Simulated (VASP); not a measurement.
# Nb (Im-3m) in VASP: a series of runs

Aim: see how the results for Nb move with the level of theory and the settings. Levels: PBE-based screened hybrid with 25 % exact exchange, r2SCAN50, HF. Tasks: single point.

Everything below comes from runs of VASP 6.6.1. Logs are shortened: lines on timing, memory, paths and dates and some standing lists are left out, and cuts for length are marked.

### Step 1. The cell of the first run

It takes space group Im-3m (No. 229, cubic). Conventional cell: a = 3.328 Å, b = 3.328 Å, c = 3.328 Å, α = 90.00°, β = 90.00°, γ = 90.00°. Within 3.8 Å of Nb (site symmetry m-3m) lie 14 Nb at 2.88 to 3.33 Å.

### Step 2. Single point, PBE-based screened hybrid with 25 % exact exchange

Contents of POSCAR:

```
Nb
1.0
   -1.6639500000      1.6639500000      1.6639500000
    1.6639500000     -1.6639500000      1.6639500000
    1.6639500000      1.6639500000     -1.6639500000
Nb
1
Direct
    0.0000000000      0.0000000000      0.0000000000
```

Contents of INCAR.step1:

```
  PREC = Accurate
  ENCUT = 400
  EDIFF = 1E-5
  ISMEAR = -1
  SIGMA = 0.05
  LREAL = False
  LASPH = True
  NELM = 120
  ALGO = Normal
  ISIF = 2
  LWAVE = True
  LCHARG = False
  GGA = PE
  NBANDS = 12
  GGA_COMPAT = False
```

Contents of INCAR.step2:

```
  PREC = Accurate
  ENCUT = 400
  EDIFF = 1E-6
  ISMEAR = -1
  SIGMA = 0.05
  LREAL = False
  LASPH = True
  NELM = 120
  ALGO = Normal
  ISIF = 2
  LWAVE = False
  LCHARG = False
  GGA = PE
  LHFCALC = True
  AEXX = 0.25
  HFSCREEN = 0.3
  PRECFOCK = Normal
  ISTART = 1
  NBANDS = 12
  GGA_COMPAT = False
```

Contents of KPOINTS:

```
Automatic mesh
0
Gamma
  6 6 6
```

Potentials or basis: VASP PAW PBE potentials, release 64 (Nb_sv).

Started as:

```bash
cat potpaw_PBE.64/Nb_sv/POTCAR > POTCAR
cp INCAR.step1 INCAR
mpirun -np 1 vasp_std > vasp.out
cp INCAR.step2 INCAR
mpirun -np 1 vasp_std > vasp.out
```

OUTCAR:

```text
PREC = Accurate
   ENCUT = 400
   EDIFF = 1E-6
   ISMEAR = -1
   LREAL = False
   LASPH = True
   NELM = 120
   ISIF = 2
   GGA = PE
   LHFCALC = True
   AEXX = 0.25
   HFSCREEN = 0.3
   PRECFOCK = Normal
   ISTART = 1

 ion  position               nearest neighbor table
   1  0.000  0.000  0.000-

  LATTYP: Found a body centered cubic cell.
 ALAT       =     3.3279000000

  Lattice vectors:

 A1 = (  -1.6639500000,   1.6639500000,   1.6639500000)
 A2 = (   1.6639500000,  -1.6639500000,   1.6639500000)
 A3 = (   1.6639500000,   1.6639500000,  -1.6639500000)

Analysis of symmetry for initial positions (statically):
=====================================================================
 Subroutine PRICEL returns:
 Original cell was already a primitive cell.

 Routine SETGRP: Setting up the symmetry group for a
 body centered cubic supercell.

 Subroutine GETGRP returns: Found 48 space group operations
 (whereof 48 operations were pure point group operations)
 out of a pool of 48 trial point group operations.

The static configuration has the point symmetry O_h .

Analysis of symmetry for dynamics (positions and initial velocities):
=====================================================================
 Subroutine PRICEL returns:
 Original cell was already a primitive cell.

 Routine SETGRP: Setting up the symmetry group for a
 body centered cubic supercell.

 Subroutine GETGRP returns: Found 48 space group operations
 (whereof 48 operations were pure point group operations)
 out of a pool of 48 trial point group operations.

The dynamic configuration has the point symmetry O_h .

 Subroutine INISYM returns: Found 48 space group operations
 (whereof 48 operations are pure point group operations),
 and found     1 'primitive' translations

----------------------------------------------------------------------------------------

                                     Primitive cell

  volume of cell :      18.4281

[... 82 lines left out ...]
   NFREE  =      0    steps in history (QN), initial steepest desc. (CG)
   ISIF   =      2    stress and relaxation
   ISYM   =      3    0-nonsym 1-usesym 2-fastsym
   POTIM  = 0.5000    time-step for ionic-motion
   TEBEG  =    0.0;   TEEND  =   0.0 temperature during run
   PSTRESS=    0.0 pullay stress
   NELECT =      13.0000    total number of electrons
   NUPDOWN=      -1.0000    fix difference up-down
   EMIN   =  10.00;   EMAX   =-10.00  energy-range for DOS
   EFERMI =   0.00;   METHOD = LEGACY
   ISMEAR =    -1;   SIGMA  =   0.05  broadening in eV -4-tet -1-fermi 0-gaus
   EFERMI_NEDOS =   21; number of points for ismear=-14 and -15
   IALGO  =     38    algorithm
   IMIX   =      1    mixing-type and parameters
     AMIX     =   0.40;   BMIX     =  1.00
     AMIX_MAG =   1.60;   BMIX_MAG =  1.00
  volume/ion in A,a.u.               =      18.43       124.36
  Fermi-wavevector in a.u.,A,eV,Ry     =   1.457345  2.753983 28.896790  2.123854
  Thomas-Fermi vector in A             =   2.574157
   LORBIT       =      0    0 simple, 1 ext, 2 COOP (PROOUT), +10 PAW based schemes
   GGA     = PE    functional components
   LHFCALC =     T    Hartree Fock is set to
   PRECFOCK=normal    Normal, Fast or Accurate (Low or Medium for compatibility)
   ENCUT4O =  -1.0   cutoff for four orbital integrals eV
   NKREDX  =     1    reduce k-point grid by
   NKREDY  =     1    reduce k-point grid by
   NKREDZ  =     1    reduce k-point grid by
   AEXX    =    0.2500 exact exchange contribution
   HFSCREEN=    0.3000 screening length (either q_TF or 0.3 A-1)
   HFSCREENC=   0.3000 screening length for correlation (either q_TF or 0.3 A-1)
   ENCUTFOCK=  -1.0 apply spherical cutoff to Coloumb kernel
   IVDW    =     0    specifies the selected vdW correction
   LEPSILON=     F    determine dielectric tensor
   LRPA    =     F    only Hartree local field effects (RPA)
 non-spin polarized calculation
  energy-cutoff  :      400.00
  volume of cell :       18.43
 maximum number of plane-waves:       370
  NGX = 16; NGY = 16; NGZ = 16

 number of electron      13.0000003 magnetization

 Free energy of the ion-electron system (eV)
  ---------------------------------------------------
  ext. energy  EPLUGINS =         0.00000000
  ---------------------------------------------------
  free energy    TOTEN  =       -11.42800644 eV

  energy without entropy =      -11.42017223  energy(sigma->0) =      -11.42408933

 E-fermi :  10.8681     XC(G=0): -10.2870

 val. band max:       10.6585156999   @ k =  -0.3333   0.3333   0.1667
 cond. band min:      11.0021325936   @ k =   0.3333   0.1667   0.0000
 fundamental gap:      0.3436168938
 Fermi energy:        10.8680576484

 k-point     1 :       0.0000    0.0000    0.0000
  band No.  band energies     occupation
      1     -47.1991      2.00000
      2     -21.0648      2.00000
      3     -21.0648      2.00000
      4     -21.0648      2.00000
      5       4.1478      2.00000
      6      11.3679      0.00009
      7      11.3679      0.00009
      8      11.3679      0.00009
      9      14.7254      0.00000
     10      14.7254      0.00000
     11      25.6408      0.00000
     12      25.6408      0.00000
[... 211 lines left out ...]
 k-point    16 :       0.5000    0.5000    0.5000
  band No.  band energies     occupation
      1     -46.7661      2.00000
      2     -22.0307      2.00000
      3     -22.0307      2.00000
      4     -22.0307      2.00000
      5       6.8287      2.00000
      6       6.8287      2.00000
      7      16.9273      0.00000
      8      16.9273      0.00000
      9      16.9273      0.00000
     10      20.2180      0.00000
     11      20.2180      0.00000
     12      20.2180      0.00000

------------------------ aborting loop because EDIFF is reached ----------------------------------------

  FORCE on cell =-STRESS in cart. coord.  units (eV):
  Direction    XX          YY          ZZ          XY          YZ          ZX
  --------------------------------------------------------------------------------------
  -------------------------------------------------------------------------------------
  Total       -1.0878304     -1.0878304     -1.0878304     -0.0000000     -0.0000000     -0.0000000
  in kB      -94.5781846    -94.5781846    -94.5781846     -0.0000000     -0.0000000     -0.0000000
  external PRESSURE =     -94.5781846 kB  Pullay stress =       0.0000000 kB

 VOLUME and BASIS-vectors are now :
 -----------------------------------------------------------------------------
  energy-cutoff  :      400.00
  volume of cell :       18.43
      direct lattice vectors                 reciprocal lattice vectors
    -1.663950000  1.663950000  1.663950000     0.000000000  0.300489798  0.300489798
     1.663950000 -1.663950000  1.663950000     0.300489798  0.000000000  0.300489798
     1.663950000  1.663950000 -1.663950000     0.300489798  0.300489798  0.000000000

 POSITION                                       TOTAL-FORCE (eV/Angst)
 -----------------------------------------------------------------------------------
      0.00000      0.00000      0.00000         0.000000      0.000000      0.000000
 -----------------------------------------------------------------------------------
    total drift:                               -0.000000     -0.000001     -0.000000

  FREE ENERGIE OF THE ION-ELECTRON SYSTEM (eV)
  ---------------------------------------------------
  free  energy   TOTEN  =       -11.4280064371 eV

  energy  without entropy=      -11.4201722275  energy(sigma->0) =      -11.42408933
```

OSZICAR.step1:

```text
N       E                     dE             d eps       ncg     rms          rms(c)
DAV:   1     0.944873447749E+02    0.94487E+02   -0.64357E+03   392   0.883E+02
DAV:   2    -0.686076415897E+01   -0.10135E+03   -0.97864E+02   436   0.339E+02
DAV:   3    -0.103613115475E+02   -0.35005E+01   -0.33400E+01   536   0.535E+01
DAV:   4    -0.105917493359E+02   -0.23044E+00   -0.22900E+00   548   0.128E+01
DAV:   5    -0.105956102462E+02   -0.38609E-02   -0.38602E-02   528   0.150E+00    0.717E+00
DAV:   6    -0.102304256954E+02    0.36518E+00   -0.58043E-01   600   0.908E+00    0.248E+00
DAV:   7    -0.101918744081E+02    0.38551E-01   -0.15683E-01   624   0.463E+00    0.860E-01
DAV:   8    -0.101961260579E+02   -0.42516E-02   -0.10047E-02   456   0.128E+00    0.556E-02
DAV:   9    -0.101961590907E+02   -0.33033E-04   -0.57277E-04   560   0.156E-01    0.378E-02
DAV:  10    -0.101961667454E+02   -0.76547E-05   -0.13899E-05   404   0.423E-02
   1 F= -.10196167E+02 E0= -.10192177E+02  d E =-.797850E-02
```

Run time: 10 min. Hardware: 1 thread of Intel Xeon 8259CL, shared host; peak memory 0.23 GiB.

What came out:

```yaml
Free_energy: -11.4280 eV
Pressure: -9.5 GPa
Band_gap_on_the_k_mesh: zero (an odd number of electrons rules out a gap without spin polarisation)
```

Caveat: the k points lie up to 0.45 Å⁻¹ apart, too coarse for converged energies and pressures of a metal; the PAW data sets were made with another functional, which shifts forces and pressure a little.

### Step 3. Single point, r2SCAN50

POSCAR is that of step 2.

Contents of INCAR.step1:

```
SYSTEM = Nb
ALGO     = Normal         ! electronic algorithm
EDIFF    = 1E-5           ! SCF threshold, eV
ENCUT    = 440            ! plane-wave cutoff, eV
GGA      = PE             ! functional
GGA_COMPAT= .False.      
ISIF     = 2              ! what is computed and relaxed
ISMEAR   = -1             ! smearing method
LASPH    = .True.         ! aspherical terms in the spheres
LCHARG   = .False.        ! write CHGCAR
LREAL    = .False.        ! projectors in reciprocal space
LWAVE    = .True.         ! write WAVECAR
NBANDS   = 12             ! bands
NELM     = 120            ! most SCF steps
PREC     = Accurate       ! precision mode
SIGMA    = 0.05           ! smearing width, eV
```

Contents of INCAR.step2:

```
SYSTEM = Nb
AEXX     = 0.5            ! exact-exchange fraction
ALGO     = Normal         ! electronic algorithm
EDIFF    = 1E-6           ! SCF threshold, eV
ENCUT    = 440            ! plane-wave cutoff, eV
GGA_COMPAT= .False.      
ISIF     = 2              ! what is computed and relaxed
ISMEAR   = -1             ! smearing method
ISTART   = 1            
LASPH    = .True.         ! aspherical terms in the spheres
LCHARG   = .False.        ! write CHGCAR
LHFCALC  = .True.         ! exact exchange
LMIXTAU  = .True.       
LREAL    = .False.        ! projectors in reciprocal space
LWAVE    = .False.        ! write WAVECAR
METAGGA  = R2SCAN         ! meta-GGA
NBANDS   = 12             ! bands
NELM     = 120            ! most SCF steps
PREC     = Accurate       ! precision mode
PRECFOCK = Normal       
SIGMA    = 0.05           ! smearing width, eV
```

Contents of KPOINTS:

```
k-points
0
Gamma
  6 6 6
  0 0 0
```

Potentials or basis: VASP PAW PBE potentials, release 64 (Nb_sv).

Started as:

```bash
cat potpaw_PBE.64/Nb_sv/POTCAR > POTCAR
cp INCAR.step1 INCAR
mpirun -np 1 vasp_std > vasp.out
cp INCAR.step2 INCAR
mpirun -np 1 vasp_std > vasp.out
```

It took 14 min on 1 thread of Intel Xeon 8259CL, shared host; peak memory 0.14 GiB.

It converged, with:

- Free energy: -23.3140 eV
- Pressure: -13.9 GPa
- Band gap on the k mesh: zero (an odd number of electrons rules out a gap without spin polarisation)

Levels at points of the mesh, in eV from the Fermi level:
```
           k point  band 3  band 4  band 5  band 6  band 7  band 8  band 9  band 10
(0.00, 0.00, 0.00)  -35.89  -35.89   -9.24    1.19    1.19    1.19    5.59     5.59
(0.50, 0.00, 0.00)  -36.40  -35.90   -6.15   -3.55    2.48    5.44    6.26     8.62
(0.50, 0.50, 0.50)  -37.00  -37.00   -5.87   -5.87    7.67    7.67    7.67    10.75
```

Caveat: the k points lie up to 0.45 Å⁻¹ apart, too coarse for converged energies and pressures of a metal; the PAW data sets were made with another functional, which shifts forces and pressure a little.

### Step 4. Single point, HF

POSCAR is that of step 3.

Contents of INCAR.step1:

```
PREC = Accurate ; ENCUT = 400
EDIFF = 1E-5 ; ISMEAR = -1
SIGMA = 0.05 ; LREAL = F
LASPH = T ; NELM = 120
ALGO = Normal ; ISIF = 2
LWAVE = T ; NBANDS = 12
GGA = PE ; GGA_COMPAT = F
```

Contents of INCAR.step2:

```
PREC = Accurate ; ENCUT = 400
EDIFF = 1E-6 ; ISMEAR = -1
SIGMA = 0.05 ; LREAL = F
LASPH = T ; NELM = 120
ALGO = Normal ; ISIF = 2
LWAVE = F ; LCHARG = T
GGA = PE ; LHFCALC = T
AEXX = 1.0 ; ALDAC = 0.0
AGGAC = 0.0 ; PRECFOCK = Normal
LELF = T ; LVHAR = T
NBANDS = 12 ; ISTART = 1
GGA_COMPAT = F
```

Contents of KPOINTS:

```
regular mesh
0
Gamma
  6 6 6
```

Started as:

```bash
cat potpaw_PBE.64/Nb_sv/POTCAR > POTCAR
cp INCAR.step1 INCAR
mpirun -np 1 vasp_std > vasp.out
cp INCAR.step2 INCAR
mpirun -np 1 vasp_std > vasp.out
```

It took 15 min on 1 thread of Intel Xeon 8259CL, shared host; peak memory 0.14 GiB.

The run converged. Its results:

```
Free energy            : -18.8588 eV
Pressure               : -2.4 GPa
Band gap on the k mesh : zero (an odd number of electrons rules out a gap without spin polarisation)
```

Levels at points of the mesh, in eV from the Fermi level:
| k point | band 2 | band 3 | band 4 | band 5 | band 6 | band 7 | band 8 | band 9 | band 10 | band 11 |
| --- | --- | --- | --- | --- | --- | --- | --- | --- | --- | --- |
| (0.00, 0.00, 0.00) | -41.21 | -41.21 | -41.21 | -12.13 | 2.13 | 2.13 | 2.13 | 8.01 | 8.01 | 18.57 |
| (0.50, 0.00, 0.00) | -43.24 | -41.81 | -41.22 | -8.32 | -5.30 | 2.92 | 7.68 | 8.67 | 10.86 | 15.53 |
| (0.50, 0.50, 0.50) | -42.51 | -42.51 | -42.51 | -7.73 | -7.73 | 9.73 | 9.73 | 9.73 | 12.58 | 12.58 |

Caveat: the k points lie up to 0.45 Å⁻¹ apart, too coarse for converged energies and pressures of a metal; the PAW data sets were made with another functional, which shifts forces and pressure a little.

### Step 5. Summary

```csv
level,cutoff (eV),share of exact exchange,screening parameter,gap on the mesh (eV),pressure (GPa)
PBE-based screened hybrid with 25 % exact exchange,400,0.25,0.3 1/Å,none,-9.5
r2SCAN50,440,0.5,-,none,-13.9
HF,400,1,-,none,-2.4
```

Alike in all rows: task single point; potentials or basis VASP PAW PBE potentials, release 64 (Nb_sv); no spin polarisation; cell as given; k mesh 6 × 6 × 6; smearing fermi-dirac 0.05 eV.

Caveats: all runs use coarse meshes; the PAW data sets were made with another functional, which shifts forces and pressure a little.

Total energies depend on the potentials used, so only differences within one code and one set of settings carry meaning.

The gap in the log of VASP goes by the Fermi energy; the results here count the filled bands.